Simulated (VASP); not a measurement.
SrY3: relaxation of cell and atoms with PBE

The system is SrY3.

```
CELL_PARAMETERS angstrom
5.23862 0.00000 0.00000
0.00000 5.23862 0.00000
0.00000 0.00000 5.23862
ATOMIC_POSITIONS crystal
Sr 0.00000 0.00000 0.00000
Y 0.00000 0.50000 0.50000
Y 0.50000 0.00000 0.50000
Y 0.50000 0.50000 0.00000
```

| Item | Value |
| --- | --- |
| Program | VASP 6.6.1 |
| Task | relaxation of cell and atoms |
| Functional | PBE |
| Potentials or basis | VASP PAW PBE potentials, release 64 (Sr_sv, Y_sv) |
| Cutoff | 600 eV |
| k mesh | 10 × 10 × 10 |
| Occupations | gaussian, width 0.1 eV |
| Spin | no spin polarisation |
| Dipole correction | no |
| Further INCAR settings | ALGO = Fast; EDIFF = 1e-07; IBRION = 2; EDIFFG = -0.01; NSW = 100; ISIF = 3 |

```
Relaxed volume                        : 35.89 Å³/atom
Relaxed cell                          : a = 5.236 Å, b = 5.236 Å, c = 5.236 Å, α = 90.00°, β = 90.00°, γ = 90.00°
Space group after relaxing (to 0.1 Å) : Pm-3m (No. 221)
Energy gained by relaxing             : 0.0 meV/atom
Ionic steps                           : 2
Pressure after relaxing               : 0.0 GPa
Band gap on the k mesh                : zero (an odd number of electrons rules out a gap without spin polarisation)
```

Step by step:
```tsv
step	energy change (eV)	largest force (eV/Å)	pressure (GPa)	volume (Å³)
1	0.0000	0.0000	-0.05	143.76
2	-0.0001	0.0000	-0.03	143.55
```

Final structure:
```
CELL_PARAMETERS angstrom
5.23596 0.00000 0.00000
0.00000 5.23596 0.00000
0.00000 0.00000 5.23596
ATOMIC_POSITIONS crystal
Sr 0.00000 0.00000 0.00000
Y 0.00000 0.50000 0.50000
Y 0.50000 0.00000 0.50000
Y 0.50000 0.50000 0.00000
```

Levels at points of the mesh, in eV from the Fermi level:
| k point | band 19 | band 20 | band 21 | band 22 | band 23 | band 24 |
| --- | --- | --- | --- | --- | --- | --- |
| (0.00, 0.00, 0.00) | -1.46 | -1.43 | -0.59 | -0.59 | -0.59 | 1.93 |
| (0.50, 0.00, 0.00) | -0.60 | -0.45 | 0.14 | 0.32 | 0.32 | 0.43 |
| (0.50, 0.50, 0.00) | -1.55 | -1.22 | 0.21 | 0.52 | 0.57 | 0.58 |
| (0.50, 0.50, 0.50) | -1.81 | -1.46 | 0.35 | 0.66 | 0.66 | 0.66 |

Run time: 12 min on 1 thread of Intel(R) Xeon(R) 6975P-C (Granite Rapids) (shared host), peak memory 0.46 GiB.
